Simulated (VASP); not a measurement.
# Al2Cu (Ibam) in VASP: single point with PBEsol

Aim: the single point of Al2Cu with PBEsol.

All numbers are computed with VASP 6.6.1; they aren't measurements. Logs are shortened: lines on timing, memory, paths and dates and some standing lists are left out, and cuts for length are marked.

**1. The cell of the first run**

It takes space group Ibam (No. 72, orthorhombic). The conventional cell has a = 5.993 Å, b = 5.993 Å, c = 4.828 Å, α = 90.00°, β = 90.00°, γ = 90.00°. Al (site symmetry m) has 4 Cu at 2.40 to 2.71 Å and 11 Al at 2.73 to 3.29 Å within 3.3 Å. Within 3.2 Å of Cu (site symmetry 222) lie 8 Al at 2.40 to 2.71 Å and 2 Cu at 2.41 Å.

**2. Single point, PBEsol (atoms displaced along a vibrational mode)**

File INCAR:

```
  PREC = Accurate
  ENCUT = 520
  EDIFF = 1E-6
  ISMEAR = 0
  SIGMA = 0.15
  LREAL = F
  LASPH = T
  NELM = 100
  ALGO = Fast
  ISIF = 2
  LWAVE = F
  LCHARG = F
  GGA = PS
  NBANDS = 26
```

File KPOINTS:

```
Automatic mesh
0
Gamma
  12 12 12
```

File POSCAR:

```
Al2Cu
1.0
   -2.9965506923      2.9965506923      2.4139243086
    2.9965506923     -2.9965506923      2.4139243086
    2.9965506923      2.9965506923     -2.4139243086
Al Cu
4 2
Direct
    0.1814424807      0.6371974353      0.8186399160
    0.6814424807      0.8628025647      0.5442450454
    0.8185575193      0.3628025647      0.1813600840
    0.3185575193      0.1371974353      0.4557549546
    0.7500000000      0.7500000000      0.0000000000
    0.2500000000      0.2500000000      0.0000000000
```

Potentials or basis: VASP PAW PBE potentials, release 64 (Al, Cu).

Command:

```bash
> cat potpaw_PBE.64/Al/POTCAR potpaw_PBE.64/Cu/POTCAR > POTCAR
> mpirun -np 1 vasp_std > vasp.out
```

OUTCAR:

```text
PREC = Accurate
   ENCUT = 520
   EDIFF = 1E-6
   ISMEAR = 0
   LREAL = F
   LASPH = T
   NELM = 100
   ISIF = 2
   GGA = PS

 ion  position               nearest neighbor table
   1  0.181  0.637  0.819-   5 2.40   6 2.40   5 2.71   6 2.71   3 2.73   3 2.89   3 2.89   2 2.92
                             2 2.92   4 3.11   4 3.11   4 3.25   4 3.25   2 3.29   2 3.29
   2  0.681  0.863  0.544-   6 2.40   5 2.40   5 2.71   6 2.71   4 2.73   4 2.89   4 2.89   1 2.92
                             1 2.92   3 3.11   3 3.11   3 3.25   3 3.25   1 3.29   1 3.29
   3  0.819  0.363  0.181-   5 2.40   6 2.40   5 2.71   6 2.71   1 2.73   1 2.89   1 2.89   4 2.92
                             4 2.92   2 3.11   2 3.11   2 3.25   2 3.25   4 3.29   4 3.29
   4  0.319  0.137  0.456-   6 2.40   5 2.40   5 2.71   6 2.71   2 2.73   2 2.89   2 2.89   3 2.92
                             3 2.92   1 3.11   1 3.11   1 3.25   1 3.25   3 3.29   3 3.29
   5  0.750  0.750  0.000-   4 2.40   2 2.40   3 2.40   1 2.40   6 2.41   6 2.41   1 2.71   4 2.71
                             3 2.71   2 2.71
   6  0.250  0.250  0.000-   3 2.40   1 2.40   4 2.40   2 2.40   5 2.41   5 2.41   4 2.71   1 2.71
                             2 2.71   3 2.71

  LATTYP: Found a body centered tetragonal cell.
 ALAT       =     5.9931013846
 C/A-ratio  =     0.8055676531

  Lattice vectors:

 A1 = (  -2.9965506923,   2.9965506923,   2.4139243086)
 A2 = (   2.9965506923,  -2.9965506923,   2.4139243086)
 A3 = (   2.9965506923,   2.9965506923,  -2.4139243086)

Analysis of symmetry for initial positions (statically):
=====================================================================
 Subroutine PRICEL returns:
 Original cell was already a primitive cell.

 Routine SETGRP: Setting up the symmetry group for a
 body centered tetragonal supercell.

 Subroutine GETGRP returns: Found  8 space group operations
 (whereof  4 operations were pure point group operations)
 out of a pool of 16 trial point group operations.

The static configuration has the point symmetry C_2h.
 The point group associated with its full space group is D_2h.

Analysis of symmetry for dynamics (positions and initial velocities):
=====================================================================
 Subroutine PRICEL returns:
 Original cell was already a primitive cell.

 Routine SETGRP: Setting up the symmetry group for a
 body centered tetragonal supercell.

 Subroutine GETGRP returns: Found  8 space group operations
 (whereof  4 operations were pure point group operations)
 out of a pool of 16 trial point group operations.

The dynamic configuration has the point symmetry C_2h.
 The point group associated with its full space group is D_2h.

[... 113 lines left out ...]
   ISYM   =      2    0-nonsym 1-usesym 2-fastsym
   POTIM  = 0.5000    time-step for ionic-motion
   TEBEG  =    0.0;   TEEND  =   0.0 temperature during run
   PSTRESS=    0.0 pullay stress
   NELECT =      34.0000    total number of electrons
   NUPDOWN=      -1.0000    fix difference up-down
   EMIN   =  10.00;   EMAX   =-10.00  energy-range for DOS
   EFERMI =   0.00;   METHOD = LEGACY
   ISMEAR =     0;   SIGMA  =   0.15  broadening in eV -4-tet -1-fermi 0-gaus
   EFERMI_NEDOS =   21; number of points for ismear=-14 and -15
   IALGO  =     68    algorithm
   IMIX   =      4    mixing-type and parameters
     AMIX     =   0.40;   BMIX     =  1.00
     AMIX_MAG =   1.60;   BMIX_MAG =  1.00
  volume/ion in A,a.u.               =      14.45        97.52
  Fermi-wavevector in a.u.,A,eV,Ry     =   1.198281  2.264424 19.536312  1.435878
  Thomas-Fermi vector in A             =   2.334174
   LORBIT       =      0    0 simple, 1 ext, 2 COOP (PROOUT), +10 PAW based schemes
   GGA     = PS    functional components
   LHFCALC =     F    Hartree Fock is set to
   AEXX    =    0.0000 exact exchange contribution
   IVDW    =     0    specifies the selected vdW correction
   LEPSILON=     F    determine dielectric tensor
   LRPA    =     F    only Hartree local field effects (RPA)
 non-spin polarized calculation
 RMM-DIIS sequential band-by-band and
 Gauss-broadening in eV      SIGMA  =   0.15
  energy-cutoff  :      520.00
  volume of cell :       86.70
 maximum number of plane-waves:      2376
   NGX = 19   NGY = 19   NGZ = 19

 number of electron      34.0000009 magnetization

 Free energy of the ion-electron system (eV)
  ---------------------------------------------------
  ext. energy  EPLUGINS =         0.00000000
  ---------------------------------------------------
  free energy    TOTEN  =       -25.56273465 eV

  energy without entropy =      -25.54004299  energy(sigma->0) =      -25.55138882

 E-fermi :   8.2261     XC(G=0): -11.0654

 val. band max:        8.2260881522   @ k =   0.2500   0.1667   0.0833
 cond. band min:       8.2308906892   @ k =  -0.0833   0.0833   0.0833
 fundamental gap:      0.0048025369
 Fermi energy:         8.2261453990

 k-point     1 :       0.0000    0.0000    0.0000
  band No.  band energies     occupation
      1      -2.7623      2.00000
      2       2.6570      2.00000
      3       2.7034      2.00000
      4       2.8496      2.00000
      5       3.0313      2.00000
      6       3.8011      2.00000
[... 685 lines left out ...]
     25      14.6377      0.00000
     26      15.6892      0.00000

 [... further k-points ...]

------------------------ aborting loop because EDIFF is reached ----------------------------------------

  FORCE on cell =-STRESS in cart. coord.  units (eV):
  Direction    XX          YY          ZZ          XY          YZ          ZX
  --------------------------------------------------------------------------------------
  -------------------------------------------------------------------------------------
  Total       -1.2678106      4.8635367      1.6911348     -0.0000000      0.0000000      0.0000000
  in kB      -23.4281536     89.8743741     31.2508552     -0.0000000      0.0000000      0.0000000
  external PRESSURE =      32.5656919 kB  Pullay stress =       0.0000000 kB

 VOLUME and BASIS-vectors are now :
 -----------------------------------------------------------------------------
  energy-cutoff  :      520.00
  volume of cell :       86.70
      direct lattice vectors                 reciprocal lattice vectors
    -2.996550692  2.996550692  2.413924309     0.000000000  0.166858515  0.207131598
     2.996550692 -2.996550692  2.413924309     0.166858515  0.000000000  0.207131598
     2.996550692  2.996550692 -2.413924309     0.166858515  0.166858515  0.000000000

 POSITION                                       TOTAL-FORCE (eV/Angst)
 -----------------------------------------------------------------------------------
      3.81879      1.08740      0.00000         0.715765     -1.043048      0.000000
      2.17431      1.08740      2.41392        -0.715765     -1.043048      0.000000
     -0.82224      1.90915      2.41392        -0.715765      1.043048     -0.000000
      0.82224      1.90915      0.00000         0.715765      1.043048     -0.000000
      0.00000      0.00000      3.62089        -0.000000      0.000000      0.000000
      0.00000      0.00000      1.20696        -0.000000      0.000000      0.000000
 -----------------------------------------------------------------------------------
    total drift:                                0.000000     -0.000000      0.000000

  FREE ENERGIE OF THE ION-ELECTRON SYSTEM (eV)
  ---------------------------------------------------
  free  energy   TOTEN  =       -25.5627346544 eV

  energy  without entropy=      -25.5400429886  energy(sigma->0) =      -25.55138882
```

OSZICAR:

```text
N       E                     dE             d eps       ncg     rms          rms(c)
DAV:   1     0.186405765263E+03    0.18641E+03   -0.13719E+04 14560   0.147E+03
DAV:   2    -0.184111981326E+02   -0.20482E+03   -0.19240E+03 14584   0.289E+02
DAV:   3    -0.304061772881E+02   -0.11995E+02   -0.11295E+02 18812   0.905E+01
[... 11 lines left out ...]
RMM:  15    -0.255627431993E+02    0.39277E-04   -0.37342E-04 17845   0.205E-01    0.298E-02
RMM:  16    -0.255627298919E+02    0.13307E-04   -0.77762E-05 17623   0.113E-01    0.782E-03
RMM:  17    -0.255627333123E+02   -0.34203E-05   -0.36104E-05 19019   0.349E-02    0.986E-03
RMM:  18    -0.255627348158E+02   -0.15035E-05   -0.61568E-06 14725   0.197E-02    0.128E-02
RMM:  19    -0.255627346544E+02    0.16138E-06   -0.11982E-06 10696   0.140E-02
   1 F= -.25562735E+02 E0= -.25551389E+02  d E =-.226917E-01
```

stdout:

```text
POSCAR found type information on POSCAR AlCu
 POSCAR found :  2 types and       6 ions
 scaLAPACK will be used
 -----------------------------------------------------------------------------
|                                                                             |
|                                                                             |
|     You enforced a specific xc type in the INCAR file but a different       |
|     I HOPE YOU KNOW WHAT YOU ARE DOING!                                     |
|                                                                             |
 -----------------------------------------------------------------------------

 LDA part: xc-table for (Slater+PW92), standard interpolation
 POSCAR, INCAR and KPOINTS ok, starting setup
 FFT: planning ... GRIDC
 FFT: planning ... GRID_SOFT
 FFT: planning ... GRID
 WAVECAR not read
 entering main loop
```

Run time: 25 min. Hardware: 1 thread of Oxide Virtual Turin-like, shared host; peak memory 0.57 GiB.

What came out:

| Property | Result |
| --- | --- |
| Free energy | -25.5627 eV |
| Pressure | 3.3 GPa |
| Largest force | 1.265 eV/Å |
| Band gap on the k mesh | zero (bands 17 and 18 overlap by 3.71 eV) |

Forces in eV/Å, atoms in the order of the input:
```
Al   0.716 -1.043  0.000
Al  -0.716 -1.043  0.000
Al  -0.716  1.043  0.000
Al   0.716  1.043  0.000
Cu   0.000  0.000  0.000
Cu   0.000  0.000  0.000
```

Stress tensor (GPa, compression positive):
```
-2.34  0.00  0.00
 0.00  8.99  0.00
 0.00  0.00  3.13
```

Caveat: the cell differs from its parent crystal (atoms displaced along a vibrational mode); the stress differs along the axes, from -2 to 9 GPa; the PAW data sets were made with another functional, which shifts forces and pressure a little.
